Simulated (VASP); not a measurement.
Write the native input for VASP 6.6.1 that does the following.

```yaml
Task: single point
Functional: r2SCAN
Potentials_or_basis: VASP PAW PBE potentials, release 64 (Te, Pt)
Cutoff: 520 eV
k_mesh: 12 × 12 × 10
Occupations: gaussian, width 0.15 eV
Spin: no spin polarisation
Dipole_correction: no
Further_INCAR_settings: ALGO = Normal; EDIFF = 1e-07; NBANDS = 24
```

Crystal: TePt.

```
Te Pt
1.0
     4.11100    0.00000    0.00000
    -2.05550    3.56023    0.00000
     0.00000    0.00000    5.44600
Te Pt
2 2
Direct
  0.33333 0.66667 0.25000
  0.66667 0.33333 0.75000
  0.00000 0.00000 0.06886
  0.00000 0.00000 0.56886
```

This cell differs from its parent crystal: all Pt atoms moved +0.375 Å, as atom 3 along Cartesian [0 0 1].

One way to write it, as run:

POSCAR

```
TePt
1.0
    4.1109998117      0.0000000000      0.0000000000
   -2.0554999058      3.5602302719      0.0000000000
    0.0000000000      0.0000000000      5.4460000000
Te Pt
2 2
Direct
    0.3333333333      0.6666666667      0.2500000000
    0.6666666667      0.3333333333      0.7500000000
    0.0000000000      0.0000000000      0.0688578773
    0.0000000000      0.0000000000      0.5688578773
```

INCAR.step1

```
SYSTEM = TePt
ALGO = Normal
EDIFF = 1E-4
ENCUT = 520
GGA = PE
ISMEAR = 0
LASPH = .True.
LCHARG = .False.
LREAL = .False.
LWAVE = .True.
NBANDS = 24
NELM = 80
PREC = Accurate
SIGMA = 0.15
```

INCAR.step2

```
SYSTEM = TePt
ALGO = Normal
EDIFF = 1E-7
ENCUT = 520
ISIF = 2
ISMEAR = 0
ISTART = 1
LASPH = .True.
LCHARG = .False.
LMIXTAU = .True.
LREAL = .False.
LWAVE = .False.
METAGGA = R2SCAN
NBANDS = 24
NELM = 80
PREC = Accurate
SIGMA = 0.15
```

KPOINTS

```
k-points
0
Gamma
  12 12 10
  0 0 0
```

Potentials or basis: VASP PAW PBE potentials, release 64 (Te, Pt).

Launch:

```bash
$ cat potpaw_PBE.64/Te/POTCAR potpaw_PBE.64/Pt/POTCAR > POTCAR
$ cp INCAR.step1 INCAR
$ mpirun -np 1 vasp_std > vasp.out
$ cp INCAR.step2 INCAR
$ mpirun -np 1 vasp_std > vasp.out
```

It gave:

```yaml
Pressure: 19.7 GPa
Largest_force: 1.244 eV/Å
Band_gap_on_the_k_mesh: zero (bands 16 and 17 overlap by 1.85 eV)
```

Caveat: the cell differs from its parent crystal (all Pt atoms moved +0.375 Å, as atom 3 along Cartesian [0 0 1]); the cell stands under pressure; the PAW data sets were made with another functional, which shifts forces and pressure a little; spin-orbit coupling is left out, which moves the levels of the heavy elements.

It took 7 min on 1 thread of Intel(R) Xeon(R) Platinum 8488C (Sapphire Rapids) (shared host), peak memory 0.35 GiB.
